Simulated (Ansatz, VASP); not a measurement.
## WSe2: VASP beside Ansatz

```
Se W
1.0
     3.21800    0.00000    0.00000
    -1.60900    2.78687    0.00000
     0.00000    0.00000   30.56000
Se W
2 1
Direct
  0.66667 0.33333 0.29440
  0.66667 0.33333 0.40520
  0.33333 0.66667 0.34980
```

Alike in both runs: functional PBEsol; k mesh 12 × 12 × 1; occupations gaussian, width 0.02 eV; no spin polarisation.

Ansatz relaxed the structure, and its values are those at the end. VASP's run is a single point on that final structure, the one shown.

```csv
,VASP,Ansatz
version,VASP 6.6.1,Ansatz 0.2.0
potentials or method,"VASP PAW PBE potentials, release 64 (Se, W_sv)","scalar-relativistic, plane waves, PAW"
plane-wave cutoff (eV),520,420
valence electrons in the cell,26,46
```

```tsv
	VASP	Ansatz	Ansatz less VASP
gap on the k mesh at the Fermi level (eV)	1.60	1.59	-0.001
least direct gap on the mesh (eV)	1.92	1.92	+0.003
rms of the force components (eV/Å)	0.031	0.000	-0.0306
```

VASP's potentials were made for PBE, not for PBEsol. VASP's potentials hold 26 valence electrons a cell and Ansatz's 46, so a difference there can come from the potentials and not from the codes. Ansatz's warnings: slab cell height set, xc potential rough in thin density.

Spin-orbit coupling is off throughout.
